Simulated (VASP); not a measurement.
# Sb6N (Fm-3m) in VASP: single point with PBE

Aim: the single point of Sb6N with PBE.

Program: VASP 6.6.1. These are calculated values, not measurements. Logs are shortened: lines on timing, memory, paths and dates and some standing lists are left out, and cuts for length are marked.

## 1. The cell of the first run

Symmetry: Fm-3m, No. 225, cubic system. Conventional cell: a = 9.281 Å, b = 9.281 Å, c = 9.281 Å, α = 90.00°, β = 90.00°, γ = 90.00°. Sb (site symmetry mmm) has 8 Sb at 3.28 Å and 2 N at 3.28 Å within 4.3 Å. Within 4.3 Å of N (site symmetry m-3m) lie 12 Sb at 3.28 Å.

The cell was built from a structure type or drawn by symmetry, and may not be a known phase.

## 2. Single point, PBE

Input file INCAR:

```
SYSTEM = Sb6N
PREC     = Accurate       ! precision mode
ENCUT    = 520            ! plane-wave cutoff, eV
EDIFF    = 1E-6           ! SCF threshold, eV
ISMEAR   = 0              ! smearing method
SIGMA    = 0.1            ! smearing width, eV
LREAL    = .FALSE.        ! projectors in reciprocal space
LASPH    = .TRUE.         ! aspherical terms in the spheres
NELM     = 60             ! most SCF steps
ALGO     = Normal         ! electronic algorithm
ISIF     = 2              ! what is computed and relaxed
LWAVE    = .FALSE.        ! write WAVECAR
LCHARG   = .FALSE.        ! write CHGCAR
GGA      = PE             ! functional
NBANDS   = 26             ! bands
```

Input file KPOINTS:

```
regular mesh
0
G
  4 4 4
  0 0 0
```

Input file POSCAR:

```
Sb6N
1.0
    0.0000000000      4.6404427700      4.6404427700
    4.6404427700      0.0000000000      4.6404427700
    4.6404427700      4.6404427700      0.0000000000
Sb N
6 1
Direct
    0.5000000000      0.5000000000      0.0000000000
    0.5000000000      0.0000000000      0.5000000000
    0.0000000000      0.0000000000      0.5000000000
    0.0000000000      0.5000000000      0.0000000000
    0.0000000000      0.5000000000      0.5000000000
    0.5000000000      0.0000000000      0.0000000000
    0.0000000000      0.0000000000      0.0000000000
```

Potentials or basis: VASP PAW PBE potentials, release 64 (Sb, N).

Run with:

```console
cat potpaw_PBE.64/Sb/POTCAR potpaw_PBE.64/N/POTCAR > POTCAR
mpirun -np 1 vasp_std > vasp.out
```

OUTCAR:

```text
SYSTEM = Sb6N
   PREC = Accurate
   ENCUT = 520
   EDIFF = 1E-6
   ISMEAR = 0
   LREAL = .FALSE.
   LASPH = .TRUE.
   NELM = 60
   ISIF = 2
   GGA = PE

 ion  position               nearest neighbor table
   1  0.500  0.500  0.000-   4 3.28   6 3.28   2 3.28   5 3.28   2 3.28   6 3.28   4 3.28   5 3.28

   2  0.500  0.000  0.500-   3 3.28   6 3.28   1 3.28   6 3.28   1 3.28   5 3.28   3 3.28   5 3.28

   3  0.000  0.000  0.500-   2 3.28   5 3.28   4 3.28   6 3.28   4 3.28   5 3.28   2 3.28   6 3.28

   4  0.000  0.500  0.000-   1 3.28   5 3.28   3 3.28   5 3.28   3 3.28   6 3.28   1 3.28   6 3.28

   5  0.000  0.500  0.500-   3 3.28   4 3.28   1 3.28   4 3.28   2 3.28   3 3.28   1 3.28   2 3.28

   6  0.500  0.000  0.000-   1 3.28   2 3.28   2 3.28   3 3.28   1 3.28   4 3.28   3 3.28   4 3.28

   7  0.000  0.000  0.000-

  LATTYP: Found a face centered cubic cell.
 ALAT       =     9.2808855400

  Lattice vectors:

 A1 = (   0.0000000000,   4.6404427700,   4.6404427700)
 A2 = (   4.6404427700,   0.0000000000,   4.6404427700)
 A3 = (   4.6404427700,   4.6404427700,   0.0000000000)

Analysis of symmetry for initial positions (statically):
=====================================================================
 Subroutine PRICEL returns:
 Original cell was already a primitive cell.

 Routine SETGRP: Setting up the symmetry group for a
 face centered cubic supercell.

 Subroutine GETGRP returns: Found 48 space group operations
 (whereof 48 operations were pure point group operations)
 out of a pool of 48 trial point group operations.

The static configuration has the point symmetry O_h .

Analysis of symmetry for dynamics (positions and initial velocities):
=====================================================================
 Subroutine PRICEL returns:
 Original cell was already a primitive cell.

 Routine SETGRP: Setting up the symmetry group for a
 face centered cubic supercell.

 Subroutine GETGRP returns: Found 48 space group operations
 (whereof 48 operations were pure point group operations)
 out of a pool of 48 trial point group operations.

The dynamic configuration has the point symmetry O_h .

 Subroutine INISYM returns: Found 48 space group operations
 (whereof 48 operations are pure point group operations),
 and found     1 'primitive' translations
[... 87 lines left out ...]
   NELM   =     60;   NELMIN=  2; NELMDL= -5     # of ELM steps
   EDIFF  = 0.1E-05   stopping-criterion for ELM
   LREAL  =      F    real-space projection
   EDIFFG = 0.1E-04   stopping-criterion for IOM
   NSW    =      0    number of steps for IOM
   IBRION =     -1    ionic relax: 0-MD 1-quasi-New 2-CG
   NFREE  =      0    steps in history (QN), initial steepest desc. (CG)
   ISIF   =      2    stress and relaxation
   ISYM   =      2    0-nonsym 1-usesym 2-fastsym
   POTIM  = 0.5000    time-step for ionic-motion
   TEBEG  =    0.0;   TEEND  =   0.0 temperature during run
   PSTRESS=    0.0 pullay stress
   NELECT =      35.0000    total number of electrons
   NUPDOWN=      -1.0000    fix difference up-down
   EMIN   =  10.00;   EMAX   =-10.00  energy-range for DOS
   EFERMI =   0.00;   METHOD = LEGACY
   ISMEAR =     0;   SIGMA  =   0.10  broadening in eV -4-tet -1-fermi 0-gaus
   EFERMI_NEDOS =   21; number of points for ismear=-14 and -15
   IALGO  =     38    algorithm
   IMIX   =      4    mixing-type and parameters
     AMIX     =   0.40;   BMIX     =  1.00
     AMIX_MAG =   1.60;   BMIX_MAG =  1.00
  volume/ion in A,a.u.               =      28.55       192.67
  Fermi-wavevector in a.u.,A,eV,Ry     =   0.915928  1.730853 11.414260  0.838924
  Thomas-Fermi vector in A             =   2.040726
   LORBIT       =      0    0 simple, 1 ext, 2 COOP (PROOUT), +10 PAW based schemes
   GGA     = PE    functional components
   LHFCALC =     F    Hartree Fock is set to
   AEXX    =    0.0000 exact exchange contribution
   IVDW    =     0    specifies the selected vdW correction
   LEPSILON=     F    determine dielectric tensor
   LRPA    =     F    only Hartree local field effects (RPA)
 non-spin polarized calculation
 Gauss-broadening in eV      SIGMA  =   0.10
  energy-cutoff  :      520.00
  volume of cell :      199.85
 maximum number of plane-waves:      5410
 NGX is ok and might be reduce to    50
   NGX = 25   NGY = 25   NGZ = 25

 number of electron      35.0000003 magnetization

 Free energy of the ion-electron system (eV)
  ---------------------------------------------------
  ext. energy  EPLUGINS =         0.00000000
  ---------------------------------------------------
  free energy    TOTEN  =       -26.77932496 eV

  energy without entropy =      -26.74046248  energy(sigma->0) =      -26.75989372

 E-fermi :   6.2118     XC(G=0):  -9.4628

 val. band max:        6.2064993049   @ k =   0.5000   0.0000   0.0000
 cond. band min:       6.2335759646   @ k =  -0.2500   0.5000   0.2500
 fundamental gap:      0.0270766596
 Fermi energy:         6.2117799474

 k-point     1 :       0.0000    0.0000    0.0000
  band No.  band energies     occupation
      1      -6.5100      2.00000
      2      -4.9608      2.00000
      3      -2.6473      2.00000
      4      -2.6473      2.00000
      5      -2.6473      2.00000
      6      -0.8019      2.00000
[... 221 lines left out ...]
     25       8.9051      0.00000
     26       8.9578      0.00000

------------------------ aborting loop because EDIFF is reached ----------------------------------------

  FORCE on cell =-STRESS in cart. coord.  units (eV):
  Direction    XX          YY          ZZ          XY          YZ          ZX
  --------------------------------------------------------------------------------------
  -------------------------------------------------------------------------------------
  Total       -5.4761679     -5.4761679     -5.4761679     -0.0000000     -0.0000000     -0.0000000
  in kB      -43.9014718    -43.9014718    -43.9014718     -0.0000000     -0.0000000     -0.0000000
  external PRESSURE =     -43.9014718 kB  Pullay stress =       0.0000000 kB

 VOLUME and BASIS-vectors are now :
 -----------------------------------------------------------------------------
  energy-cutoff  :      520.00
  volume of cell :      199.85
      direct lattice vectors                 reciprocal lattice vectors
     0.000000000  4.640442770  4.640442770    -0.107748339  0.107748339  0.107748339
     4.640442770  0.000000000  4.640442770     0.107748339 -0.107748339  0.107748339
     4.640442770  4.640442770  0.000000000     0.107748339  0.107748339 -0.107748339

 POSITION                                       TOTAL-FORCE (eV/Angst)
 -----------------------------------------------------------------------------------
      2.32022      2.32022      4.64044         0.000000     -0.000000     -0.000000
      2.32022      4.64044      2.32022        -0.000000     -0.000000      0.000000
      2.32022      2.32022      0.00000        -0.000000      0.000000     -0.000000
      2.32022      0.00000      2.32022        -0.000000     -0.000000      0.000000
      4.64044      2.32022      2.32022         0.000000     -0.000000      0.000000
      0.00000      2.32022      2.32022         0.000000      0.000000      0.000000
      0.00000      0.00000      0.00000        -0.000000      0.000000      0.000000
 -----------------------------------------------------------------------------------
    total drift:                                0.000000     -0.000000      0.000000

  FREE ENERGIE OF THE ION-ELECTRON SYSTEM (eV)
  ---------------------------------------------------
  free  energy   TOTEN  =       -26.7793249590 eV

  energy  without entropy=      -26.7404624840  energy(sigma->0) =      -26.75989372
```

OSZICAR:

```text
N       E                     dE             d eps       ncg     rms          rms(c)
DAV:   1     0.165443451061E+03    0.16544E+03   -0.11493E+04   416   0.106E+03
DAV:   2    -0.102740395205E+02   -0.17572E+03   -0.16846E+03   500   0.171E+02
DAV:   3    -0.293410380617E+02   -0.19067E+02   -0.18069E+02   586   0.556E+01
[... 12 lines left out ...]
DAV:  16    -0.267793896615E+02    0.60122E-03   -0.68355E-04   556   0.904E-02    0.828E-02
DAV:  17    -0.267793239333E+02    0.65728E-04   -0.30829E-04   506   0.620E-02    0.553E-03
DAV:  18    -0.267793269657E+02   -0.30324E-05   -0.18464E-05   526   0.219E-02    0.125E-02
DAV:  19    -0.267793258941E+02    0.10716E-05   -0.12826E-05   490   0.122E-02    0.981E-03
DAV:  20    -0.267793249590E+02    0.93508E-06   -0.17397E-06   274   0.555E-03
   1 F= -.26779325E+02 E0= -.26759894E+02  d E =-.388625E-01
```

stdout:

```text
POSCAR found type information on POSCAR SbN
 POSCAR found :  2 types and       7 ions
 scaLAPACK will be used
 LDA part: xc-table for (Slater+PW92), standard interpolation
 POSCAR, INCAR and KPOINTS ok, starting setup
 FFT: planning ... GRIDC
 FFT: planning ... GRID_SOFT
 FFT: planning ... GRID
 WAVECAR not read
 entering main loop
```

Run time: 2.9 min. Hardware: 1 thread of Intel Xeon 8259CL, shared host; peak memory 0.35 GiB.

What came out:

```yaml
Free_energy: -26.7793 eV
Pressure: -4.4 GPa
Band_gap_on_the_k_mesh: zero (an odd number of electrons rules out a gap without spin polarisation)
```

Caveat: the cell stands under tension; spin-orbit coupling is left out, which moves the levels of the heavy elements.
